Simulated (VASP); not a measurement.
# PdRh2 (Fm-3m) in VASP: further runs, part 2 of 2

VASP 6.6.1. Earlier steps stand in the parts before.

## Step 3: Relaxation of cell and atoms, PBE

File INCAR:

```
PREC = Accurate
ENCUT = 600
EDIFF = 1E-6
ISMEAR = 0
SIGMA = 0.1
LREAL = False
LASPH = True
NELM = 60
ALGO = Fast
ISIF = 3
LWAVE = False
LCHARG = False
GGA = PE
IBRION = 2
NSW = 100
EDIFFG = -0.01
```

File KPOINTS:

```
Automatic mesh
0
Gamma
  14 14 14
```

File POSCAR:

```
PdRh2
1.0
    0.0000000000      2.9539125236      2.9539125236
    2.9539125236      0.0000000000      2.9539125236
    2.9539125236      2.9539125236      0.0000000000
Pd Rh
1 2
Direct
    0.0000000000      0.0000000000      0.0000000000
    0.2500000000      0.2500000000      0.2500000000
    0.7500000000      0.7500000000      0.7500000000
```

Potentials or basis: VASP PAW PBE potentials, release 64 (Pd, Rh_pv).

On the command line:

```bash
> cat potpaw_PBE.64/Pd/POTCAR potpaw_PBE.64/Rh_pv/POTCAR > POTCAR
> mpirun -np 1 vasp_std > vasp.out
```

OUTCAR:

```text
PREC = Accurate
   ENCUT = 600
   EDIFF = 1E-6
   ISMEAR = 0
   LREAL = False
   LASPH = True
   NELM = 60
   ISIF = 3
   GGA = PE
   IBRION = 2
   NSW = 100
   EDIFFG = -0.01

 ion  position               nearest neighbor table
   1  0.000  0.000  0.000-   3 2.56   3 2.56   3 2.56   2 2.56   3 2.56   2 2.56   2 2.56   2 2.56

   2  0.250  0.250  0.250-   1 2.56   1 2.56   1 2.56   1 2.56   3 2.95   3 2.95   3 2.95   3 2.95
                             3 2.95   3 2.95
   3  0.750  0.750  0.750-   1 2.56   1 2.56   1 2.56   1 2.56   2 2.95   2 2.95   2 2.95   2 2.95
                             2 2.95   2 2.95

  LATTYP: Found a face centered cubic cell.
 ALAT       =     5.9078250472

  Lattice vectors:

 A1 = (   0.0000000000,   2.9539125236,   2.9539125236)
 A2 = (   2.9539125236,   0.0000000000,   2.9539125236)
 A3 = (   2.9539125236,   2.9539125236,   0.0000000000)

Analysis of symmetry for initial positions (statically):
=====================================================================
 Subroutine PRICEL returns:
 Original cell was already a primitive cell.

 Routine SETGRP: Setting up the symmetry group for a
 face centered cubic supercell.

 Subroutine GETGRP returns: Found 48 space group operations
 (whereof 48 operations were pure point group operations)
 out of a pool of 48 trial point group operations.

The static configuration has the point symmetry O_h .

Analysis of symmetry for dynamics (positions and initial velocities):
=====================================================================
 Subroutine PRICEL returns:
 Original cell was already a primitive cell.

 Routine SETGRP: Setting up the symmetry group for a
 face centered cubic supercell.

 Subroutine GETGRP returns: Found 48 space group operations
 (whereof 48 operations were pure point group operations)
 out of a pool of 48 trial point group operations.

The dynamic configuration has the point symmetry O_h .

 Subroutine INISYM returns: Found 48 space group operations
 (whereof 48 operations are pure point group operations),
 and found     1 'primitive' translations

----------------------------------------------------------------------------------------

                                     Primitive cell

  volume of cell :      51.5493

  direct lattice vectors                    reciprocal lattice vectors
     0.000000000  2.953912524  2.953912524    -0.169267030  0.169267030  0.169267030
     2.953912524  0.000000000  2.953912524     0.169267030 -0.169267030  0.169267030
     2.953912524  2.953912524  0.000000000     0.169267030  0.169267030 -0.169267030

  length of vectors
     4.177463153  4.177463153  4.177463153     0.293179096  0.293179096  0.293179096

  position of ions in fractional coordinates (direct lattice)
     0.000000000  0.000000000  0.000000000
     0.250000000  0.250000000  0.250000000
     0.750000000  0.750000000  0.750000000

  ion indices of the primitive-cell ions
   primitive index   ion index
                 1           1
                 2           2
                 3           3

----------------------------------------------------------------------------------------

 KPOINTS: Automatic mesh

Automatic generation of k-mesh.
 Grid dimensions read from file:
[... 22 lines left out ...]
  0.000000  0.000000  0.000000      1.000000
  0.071429  0.000000  0.000000      8.000000
  0.142857  0.000000  0.000000      8.000000
  0.214286  0.000000  0.000000      8.000000
  0.285714  0.000000  0.000000      8.000000
  0.357143  0.000000  0.000000      8.000000
[... 16 lines left out ...]
  0.214286  0.142857  0.000000     24.000000
  0.285714  0.142857  0.000000     24.000000
 [... further k-points ...]
   k-points           NKPTS =    104   k-points in BZ     NKDIM =    104   number of bands    NBANDS=     24
   number of dos      NEDOS =    301   number of ions     NIONS =      3
   total plane-waves  NPLWV =  46656
   dimension x,y,z NGX =    36 NGY =   36 NGZ =   36
   dimension x,y,z NGXF=    72 NGYF=   72 NGZF=   72
   ions per type =               1   2
   NGX,Y,Z   is equivalent  to a cutoff of  14.33, 14.33, 14.33 a.u.
   NGXF,Y,Z  is equivalent  to a cutoff of  28.65, 28.65, 28.65 a.u.
 SYSTEM =  unknown system
   PREC   = accura    normal or accurate (medium, high low for compatibility)
   ISTART =      0    job   : 0-new  1-cont  2-samecut
   ICHARG =      2    charge: 1-file 2-atom 10-const
   ISPIN  =      1    spin polarized calculation?
   LNONCOLLINEAR =      F non collinear calculations
   LSORBIT =      F    spin-orbit coupling
   LASPH  =      T    aspherical Exc in radial PAW
   ENCUT  =  600.0 eV  44.10 Ry    6.64 a.u.   8.34  8.34  8.34*2*pi/ulx,y,z
   NELM   =     60;   NELMIN=  2; NELMDL= -5     # of ELM steps
   EDIFF  = 0.1E-05   stopping-criterion for ELM
   LREAL  =      F    real-space projection
   EDIFFG = -.1E-01   stopping-criterion for IOM
   NSW    =    100    number of steps for IOM
   IBRION =      2    ionic relax: 0-MD 1-quasi-New 2-CG
   NFREE  =      1    steps in history (QN), initial steepest desc. (CG)
   ISIF   =      3    stress and relaxation
   ISYM   =      2    0-nonsym 1-usesym 2-fastsym
   POTIM  = 0.5000    time-step for ionic-motion
   TEBEG  =    0.0;   TEEND  =   0.0 temperature during run
   PSTRESS=    0.0 pullay stress
   NELECT =      40.0000    total number of electrons
   NUPDOWN=      -1.0000    fix difference up-down
   EMIN   =  10.00;   EMAX   =-10.00  energy-range for DOS
   EFERMI =   0.00;   METHOD = LEGACY
   ISMEAR =     0;   SIGMA  =   0.10  broadening in eV -4-tet -1-fermi 0-gaus
   EFERMI_NEDOS =   21; number of points for ismear=-14 and -15
   IALGO  =     68    algorithm
   IMIX   =      4    mixing-type and parameters
     AMIX     =   0.40;   BMIX     =  1.00
     AMIX_MAG =   1.60;   BMIX_MAG =  1.00
  volume/ion in A,a.u.               =      17.18       115.96
  Fermi-wavevector in a.u.,A,eV,Ry     =   1.504367  2.842842 30.791628  2.263121
  Thomas-Fermi vector in A             =   2.615356
   LORBIT       =      0    0 simple, 1 ext, 2 COOP (PROOUT), +10 PAW based schemes
   GGA     = PE    functional components
   LHFCALC =     F    Hartree Fock is set to
   AEXX    =    0.0000 exact exchange contribution
   IVDW    =     0    specifies the selected vdW correction
   LEPSILON=     F    determine dielectric tensor
   LRPA    =     F    only Hartree local field effects (RPA)
 conjugate gradient relaxation of ions
 non-spin polarized calculation
 RMM-DIIS sequential band-by-band and
 Gauss-broadening in eV      SIGMA  =   0.10
  energy-cutoff  :      600.00
  volume of cell :       51.55
 maximum number of plane-waves:      1759
 NGX is ok and might be reduce to    36
   NGX = 17   NGY = 17   NGZ = 17

 number of electron      40.0000005 magnetization

 Free energy of the ion-electron system (eV)
  ---------------------------------------------------
  ext. energy  EPLUGINS =         0.00000000
  ---------------------------------------------------
  free energy    TOTEN  =       -17.54361745 eV

  energy without entropy =      -17.51600206  energy(sigma->0) =      -17.52980975

 E-fermi :   8.2230     XC(G=0): -12.3085

 val. band max:        8.2220435753   @ k =   0.5000   0.1429   0.0714
 cond. band min:       8.2249796774   @ k =   0.5000   0.2857   0.0000
 fundamental gap:      0.0029361021
 Fermi energy:         8.2230367252

 k-point     1 :       0.0000    0.0000    0.0000
  band No.  band energies     occupation
      1     -37.9336      2.00000
      2     -37.9336      2.00000
      3     -37.9336      2.00000
      4     -37.8115      2.00000
      5     -37.8115      2.00000
      6     -37.8115      2.00000
[... 637 lines left out ...]
     23      13.2980      0.00000
     24      15.0366      0.00000

 [... further k-points ...]

------------------------ aborting loop because EDIFF is reached ----------------------------------------

  FORCE on cell =-STRESS in cart. coord.  units (eV):
  Direction    XX          YY          ZZ          XY          YZ          ZX
  --------------------------------------------------------------------------------------
  -------------------------------------------------------------------------------------
  Total        0.0144774      0.0144774      0.0144774     -0.0000000      0.0000000      0.0000000
  in kB        0.4499631      0.4499631      0.4499631     -0.0000000      0.0000000      0.0000000
  external PRESSURE =       0.4499631 kB  Pullay stress =       0.0000000 kB

 VOLUME and BASIS-vectors are now :
 -----------------------------------------------------------------------------
  energy-cutoff  :      600.00
  volume of cell :       51.55
      direct lattice vectors                 reciprocal lattice vectors
     0.000000000  2.953912524  2.953912524    -0.169267030  0.169267030  0.169267030
     2.953912524  0.000000000  2.953912524     0.169267030 -0.169267030  0.169267030
     2.953912524  2.953912524  0.000000000     0.169267030  0.169267030 -0.169267030

 POSITION                                       TOTAL-FORCE (eV/Angst)
 -----------------------------------------------------------------------------------
      0.00000      0.00000      0.00000         0.000000      0.000000     -0.000000
      1.47696      1.47696      1.47696        -0.000000     -0.000000     -0.000000
      4.43087      4.43087      4.43087        -0.000000      0.000000      0.000000
 -----------------------------------------------------------------------------------
    total drift:                                0.000000      0.000000      0.000000

  FREE ENERGIE OF THE ION-ELECTRON SYSTEM (eV)
  ---------------------------------------------------
  free  energy   TOTEN  =       -17.5436174493 eV

  energy  without entropy=      -17.5160020577  energy(sigma->0) =      -17.52980975

 reached required accuracy - stopping structural energy minimisation
```

OSZICAR:

```text
N       E                     dE             d eps       ncg     rms          rms(c)
DAV:   1     0.434921062402E+03    0.43492E+03   -0.26329E+04  5040   0.197E+03
DAV:   2    -0.820293267883E+01   -0.44312E+03   -0.43658E+03  5752   0.527E+02
DAV:   3    -0.184360883070E+02   -0.10233E+02   -0.10125E+02  5720   0.871E+01
DAV:   4    -0.185573885514E+02   -0.12130E+00   -0.12099E+00  5688   0.918E+00
DAV:   5    -0.185594905307E+02   -0.21020E-02   -0.21013E-02  5912   0.118E+00    0.134E+01
RMM:   6    -0.175572400303E+02    0.10023E+01   -0.36238E+00  4998   0.152E+01    0.591E+00
RMM:   7    -0.175615786614E+02   -0.43386E-02   -0.41414E-01  5048   0.305E+00    0.308E+00
RMM:   8    -0.175562930903E+02    0.52856E-02   -0.12361E-01  4997   0.249E+00    0.211E+00
RMM:   9    -0.175445428523E+02    0.11750E-01   -0.28435E-02  5048   0.122E+00    0.337E-01
RMM:  10    -0.175434880651E+02    0.10548E-02   -0.11068E-02  5099   0.716E-01    0.844E-02
RMM:  11    -0.175436193619E+02   -0.13130E-03   -0.16413E-03  5340   0.198E-01    0.373E-02
RMM:  12    -0.175436148435E+02    0.45184E-05   -0.22385E-04  5297   0.796E-02    0.221E-02
RMM:  13    -0.175436186762E+02   -0.38327E-05   -0.56443E-05  5059   0.593E-02    0.105E-02
RMM:  14    -0.175436170919E+02    0.15843E-05   -0.13808E-05  4333   0.233E-02    0.332E-03
RMM:  15    -0.175436174493E+02   -0.35741E-06   -0.28180E-06  3142   0.106E-02
   1 F= -.17543617E+02 E0= -.17529810E+02  d E =-.175436E+02
```

Run time: 85 s. Hardware: 1 thread of AMD EPYC 9R45 (Zen 5), shared host; peak memory 0.29 GiB.

What came out:

```yaml
Free_energy: -17.5436 eV
Pressure_after_relaxing: 0.0 GPa
Band_gap_on_the_k_mesh: zero (bands 20 and 21 overlap by 0.46 eV)
```

Final structure:
```
CELL_PARAMETERS angstrom
0.00000 2.95391 2.95391
2.95391 0.00000 2.95391
2.95391 2.95391 0.00000
ATOMIC_POSITIONS crystal
Pd 0.00000 0.00000 0.00000
Rh 0.25000 0.25000 0.25000
Rh 0.75000 0.75000 0.75000
```

Caveat: the relaxation stopped at its first step, so nothing moved.
